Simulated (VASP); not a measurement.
# In3Se (P4/mmm) in VASP: further runs, part 3 of 3

VASP 6.6.1. Earlier steps stand in the parts before.

### 4 Single point, PBEsol+D3(BJ) (26.07 Å³/atom)

This run uses another cell than the first one, of 26.07 Å³/atom.

File INCAR:

```
  ALGO = Normal
  EDIFF = 1E-6
  ENCUT = 520
  GGA = PS
  ISIF = 2
  ISMEAR = 0
  IVDW = 12
  LASPH = T
  LCHARG = F
  LREAL = F
  LWAVE = F
  NBANDS = 30
  NELM = 100
  PREC = Accurate
  SIGMA = 0.15
```

File KPOINTS:

```
k-points
0
Gamma
  10 10 10
```

File POSCAR:

```
In3Se
1.0
    4.7383678700      0.0000000000      0.0000000000
    0.0000000000      4.7383678700      0.0000000000
    0.0000000000      0.0000000000      4.6445481862
In Se
3 1
Direct
    0.0000000000      0.5000000000      0.5000000000
    0.5000000000      0.0000000000      0.5000000000
    0.5000000000      0.5000000000      0.0000000000
    0.0000000000      0.0000000000      0.0000000000
```

Potentials or basis: VASP PAW PBE potentials, release 64 (In_d, Se).

The run is started by

```
$ cat potpaw_PBE.64/In_d/POTCAR potpaw_PBE.64/Se/POTCAR > POTCAR
$ mpirun -np 1 vasp_std > vasp.out
```

OUTCAR:

```text
EDIFF = 1E-6
   ENCUT = 520
   GGA = PS
   ISIF = 2
   ISMEAR = 0
   IVDW = 12
   LASPH = T
   LREAL = F
   NELM = 100
   PREC = Accurate
 IVDW          = 12

 ion  position               nearest neighbor table
   1  0.000  0.500  0.500-   3 3.32   4 3.32   3 3.32   4 3.32   4 3.32   4 3.32   3 3.32   3 3.32
                             2 3.35   2 3.35   2 3.35   2 3.35
   2  0.500  0.000  0.500-   3 3.32   4 3.32   3 3.32   4 3.32   3 3.32   3 3.32   4 3.32   4 3.32
                             1 3.35   1 3.35   1 3.35   1 3.35
   3  0.500  0.500  0.000-   1 3.32   2 3.32   1 3.32   2 3.32   2 3.32   2 3.32   1 3.32   1 3.32
                             4 3.35   4 3.35   4 3.35   4 3.35
   4  0.000  0.000  0.000-   1 3.32   2 3.32   1 3.32   2 3.32   1 3.32   1 3.32   2 3.32   2 3.32
                             3 3.35   3 3.35   3 3.35   3 3.35

  LATTYP: Found a simple tetragonal cell.
 ALAT       =     4.7383678700
 C/A-ratio  =     0.9802000000

  Lattice vectors:

 A1 = (   4.7383678700,   0.0000000000,   0.0000000000)
 A2 = (   0.0000000000,   4.7383678700,   0.0000000000)
[... 179 lines left out ...]
  energy without entropy =      -13.22629270  energy(sigma->0) =      -13.23559412

 E-fermi :   6.3926     XC(G=0): -10.1843

 val. band max:        6.3736411437   @ k =   0.4000   0.1000   0.3000
 cond. band min:       6.4000490967   @ k =   0.2000   0.2000   0.4000
 fundamental gap:      0.0264079530
 Fermi energy:         6.3926085321

 k-point     1 :       0.0000    0.0000    0.0000
  band No.  band energies     occupation
      1      -8.3331      2.00000
      2      -8.3155      2.00000
      3      -8.3155      2.00000
      4      -8.2980      2.00000
      5      -8.1780      2.00000
      6      -8.1610      2.00000
[... 781 lines left out ...]
     29      12.8695      0.00000
     30      13.3472      0.00000

 [... further k-points ...]

------------------------ aborting loop because EDIFF is reached ----------------------------------------

 Edisp (eV)   -1.36634

 E8    (eV) :    -0.9614

  FORCE on cell =-STRESS in cart. coord.  units (eV):
  Direction    XX          YY          ZZ          XY          YZ          ZX
  --------------------------------------------------------------------------------------
  -------------------------------------------------------------------------------------
  Total      -2.08942    -2.08942    -2.09071     0.00000     0.00000     0.00000
  in kB     -32.10219   -32.10219   -32.12200     0.00000     0.00000     0.00000
  external pressure =      -32.11 kB  Pullay stress =        0.00 kB

 VOLUME and BASIS-vectors are now :
 -----------------------------------------------------------------------------
  energy-cutoff  :      520.00
  volume of cell :      104.28
      direct lattice vectors                 reciprocal lattice vectors
     4.738367870  0.000000000  0.000000000     0.211043133  0.000000000  0.000000000
     0.000000000  4.738367870  0.000000000     0.000000000  0.211043133  0.000000000
     0.000000000  0.000000000  4.644548186     0.000000000  0.000000000  0.215306196

 POSITION                                       TOTAL-FORCE (eV/Angst)
 -----------------------------------------------------------------------------------
      0.00000      2.36918      2.32227         0.000000      0.000000      0.000000
      2.36918      0.00000      2.32227         0.000000      0.000000      0.000000
      2.36918      2.36918      0.00000         0.000000      0.000000      0.000000
      0.00000      0.00000      0.00000         0.000000      0.000000      0.000000
 -----------------------------------------------------------------------------------
    total drift:                                0.000000      0.000000      0.000000

  FREE ENERGIE OF THE ION-ELECTRON SYSTEM (eV)
  ---------------------------------------------------
  free  energy   TOTEN  =       -14.6112334595 eV

  energy  without entropy=      -14.5926306189  energy(sigma->0) =      -14.60193204
```

OSZICAR:

```text
N       E                     dE             d eps       ncg     rms          rms(c)
DAV:   1     0.406797455948E+03    0.40680E+03   -0.21408E+04  7560   0.191E+03
DAV:   2     0.283828679070E+02   -0.37841E+03   -0.37029E+03  7560   0.451E+02
DAV:   3    -0.116582805288E+02   -0.40041E+02   -0.38653E+02  9414   0.161E+02
DAV:   4    -0.134531148165E+02   -0.17948E+01   -0.17899E+01  8702   0.355E+01
DAV:   5    -0.135281219399E+02   -0.75007E-01   -0.75001E-01 10806   0.638E+00    0.440E+00
DAV:   6    -0.132577046505E+02    0.27042E+00   -0.80925E-01 10608   0.940E+00    0.253E+00
DAV:   7    -0.132499201101E+02    0.77845E-02   -0.13605E-01  9314   0.221E+00    0.944E-01
DAV:   8    -0.132455844369E+02    0.43357E-02   -0.11430E-02 10512   0.649E-01    0.271E-01
DAV:   9    -0.132449244383E+02    0.66000E-03   -0.30483E-03 10808   0.350E-01    0.116E-01
DAV:  10    -0.132448915925E+02    0.32846E-04   -0.36990E-04 10372   0.208E-01    0.475E-02
DAV:  11    -0.132448977640E+02   -0.61715E-05   -0.59775E-05  9366   0.499E-02    0.137E-02
DAV:  12    -0.132448956352E+02    0.21288E-05   -0.28005E-06  8020   0.195E-02    0.483E-03
DAV:  13    -0.132448955432E+02    0.92055E-07   -0.28006E-07  5244   0.516E-03
   1 F= -.14611233E+02 E0= -.14601932E+02  d E =-.186028E-01
```

Wall time 1.9 min (1 thread of Intel Xeon 6975P-C (Granite Rapids), shared host); peak memory 0.44 GiB.

Results:

| Item | Value |
| --- | --- |
| Free energy | -14.6112 eV |
| Pressure | -3.2 GPa |
| Band gap on the k mesh | zero (an odd number of electrons rules out a gap without spin polarisation) |
| Dispersion energy per atom | -0.342 eV |

Levels at points of the mesh, in eV from the Fermi level:
```tsv
k point	band 19	band 20	band 21	band 22	band 23	band 24	band 25	band 26
(0.00, 0.00, 0.00)	-3.52	-3.38	-2.22	-1.98	1.18	1.18	1.25	4.34
(0.50, 0.00, 0.00)	-2.64	-2.53	-1.46	-0.98	-0.26	-0.04	1.37	3.95
(0.50, 0.50, 0.00)	-5.93	-2.00	-0.82	-0.47	-0.47	1.75	1.88	1.88
(0.00, 0.00, 0.50)	-2.58	-2.58	-1.53	-1.08	-0.16	-0.16	1.25	3.86
(0.50, 0.00, 0.50)	-5.85	-2.05	-0.97	-0.66	-0.61	1.47	1.74	1.74
(0.50, 0.50, 0.50)	-4.44	-4.36	-4.35	-4.35	-3.39	3.15	3.15	3.40
```

Caveat: the cell stands under tension; the PAW data sets were made with another functional, which shifts forces and pressure a little; spin-orbit coupling is left out, which moves the levels of the heavy elements.

### 5 Single point, PBEsol+D3(BJ) (26.07 Å³/atom)

This run uses another cell than the first one, of 26.07 Å³/atom.

File INCAR:

```
PREC = Accurate ; ENCUT = 520
EDIFF = 1E-6 ; ISMEAR = 0
SIGMA = 0.15 ; LREAL = F
LASPH = T ; NELM = 100
ALGO = Normal ; ISIF = 2
LWAVE = F ; LCHARG = F
GGA = PS ; IVDW = 12
NBANDS = 30
```

File KPOINTS:

```
Automatic mesh
0
Gamma
  10 10 10
```

File POSCAR:

```
In3Se
1.0
    4.6756131109      0.0000000000      0.0000000000
    0.0000000000      4.6756131109      0.0000000000
    0.0000000000      0.0000000000      4.7700604957
In Se
3 1
Direct
    0.0000000000      0.5000000000      0.5000000000
    0.5000000000      0.0000000000      0.5000000000
    0.5000000000      0.5000000000      0.0000000000
    0.0000000000      0.0000000000      0.0000000000
```

The run is started by

```
$ cat potpaw_PBE.64/In_d/POTCAR potpaw_PBE.64/Se/POTCAR > POTCAR
$ mpirun -np 1 vasp_std > vasp.out
```

Run time: 2 min. Hardware: 1 thread of Intel Xeon 6975P-C (Granite Rapids), shared host; peak memory 0.44 GiB.

The run converged. Its results:

```
Free energy                : -14.6112 eV
Pressure                   : -3.2 GPa
Band gap on the k mesh     : zero (an odd number of electrons rules out a gap without spin polarisation)
Dispersion energy per atom : -0.342 eV
```

Levels at points of the mesh, in eV from the Fermi level:
```
           k point  band 18  band 19  band 20  band 21  band 22  band 23  band 24  band 25  band 26  band 27
(0.00, 0.00, 0.00)    -3.56    -3.43    -3.43    -2.21    -1.98     1.17     1.22     1.22     4.32     4.38
(0.50, 0.00, 0.00)    -5.02    -2.63    -2.53    -1.54    -1.02    -0.26    -0.05     1.29     3.91     3.92
(0.50, 0.50, 0.00)    -6.08    -5.83    -2.07    -1.03    -0.69    -0.69     1.37     1.70     1.70     1.88
(0.00, 0.00, 0.50)    -4.98    -2.59    -2.59    -1.37    -1.02    -0.15    -0.15     1.41     3.89     4.07
(0.50, 0.00, 0.50)    -6.14    -5.90    -2.02    -0.87    -0.56    -0.50     1.66     1.83     1.83     2.01
(0.50, 0.50, 0.50)    -4.46    -4.43    -4.36    -4.36    -4.35    -3.39     3.07     3.32     3.32     8.23
```

Caveat: the cell stands under tension; the PAW data sets were made with another functional, which shifts forces and pressure a little; spin-orbit coupling is left out, which moves the levels of the heavy elements.

### 6 The runs side by side

| cell | gap on the mesh (eV) | pressure (GPa) |
| --- | --- | --- |
| a = 4.649, b = 4.649, c = 4.467 Å, 4 atoms | none | 0.0 |
| a = 4.527, b = 4.527, c = 4.712 Å, 4 atoms | none | 0.0 |
| a = 4.738, b = 4.738, c = 4.645 Å, 4 atoms | none | -3.2 |
| a = 4.676, b = 4.676, c = 4.770 Å, 4 atoms | none | -3.2 |

Alike in all rows: task single point; level PBEsol+D3(BJ); potentials or basis VASP PAW PBE potentials, release 64 (In_d, Se); no spin polarisation; k mesh 10 × 10 × 10; cutoff (eV) 520; smearing gaussian 0.15 eV.

Caveats: the PAW data sets were made with another functional, which shifts forces and pressure a little; spin-orbit coupling is left out, which moves the levels of the heavy elements; the cell stands under tension (at least some runs).

Absolute energies hang on the potentials; compare differences alone.

The gap in the log of VASP goes by the Fermi energy; the results here count the filled bands.